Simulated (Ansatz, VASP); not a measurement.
One calculation of Yb, two programs

INCAR

```
  PREC = Accurate
  ENCUT = 600
  EDIFF = 1E-6
  ISMEAR = -1
  SIGMA = 0.1
  LREAL = F
  LASPH = T
  NELM = 80
  ALGO = Normal
  ISIF = 3
  LWAVE = F
  LCHARG = F
  GGA = CA
  IBRION = 2
  NSW = 80
  EDIFFG = -0.01
```

Contents of KPOINTS:

```
regular mesh
0
Gamma
  10 10 10
```

The input POSCAR:

```
Yb
1.0
   -2.1771999128      2.1771999128      2.1771999128
    2.1771999128     -2.1771999128      2.1771999128
    2.1771999128      2.1771999128     -2.1771999128
Yb
1
Direct
    0.0000000000      0.0000000000      0.0000000000
```

Input for Ansatz:

```yaml
crystal:
  lattice:
    - [-2.1771999128, 2.1771999128, 2.1771999128]
    - [2.1771999128, -2.1771999128, 2.1771999128]
    - [2.1771999128, 2.1771999128, -2.1771999128]
  atoms:
    - { symbol: Yb, position: [0.0, 0.0, 0.0] }
hamiltonian:
  xc: lda
  pseudopotentials:
    kind: paw
    azcp:
      Yb: "pseudopotentials/Yb.paw.azcp"
basis:
  ecutwfc: 420
  fft_grid_basis: typed
kpoints:
  mp_grid: { grid: [10, 10, 10], shift: [0, 0, 0] }
magnetization:
  spin_polarized: false
scf:
  occupations: { method: fermi_dirac, width: 0.1 }
relax:
  max_steps: 60
  f_tol: 0.01
  cell: {}
```

Alike in both runs: task relaxation of cell and atoms; functional LDA; k mesh 10 × 10 × 10; occupations fermi-dirac, width 0.1 eV; no spin polarisation.

|  | VASP | Ansatz |
| --- | --- | --- |
| version | VASP 6.6.1 | Ansatz 0.2.0 |
| potentials or method | VASP PAW PBE potentials, release 64 (Yb), cutoff 600 eV | plane waves (420 eV) with PAW, scalar-relativistic |
| valence electrons in the cell | 24 | 24 |

```tsv
	VASP	Ansatz	Ansatz less VASP
relaxed volume (Å³/atom)	29.37	29.27	-0.104
relaxed length of the cell vector where the two differ most in proportion (Å)	3.367	3.363	-0.0040
```

VASP's potentials were made for PBE, not for LDA, and Ansatz warns of the same on its side. LDA's correlation is that of Perdew and Zunger in VASP and of Perdew and Wang (1992) in Ansatz.

Spin-orbit coupling is off throughout. Noted on VASP's run: the volume moved by over 15 % at a fixed basis, so the end points are rough.
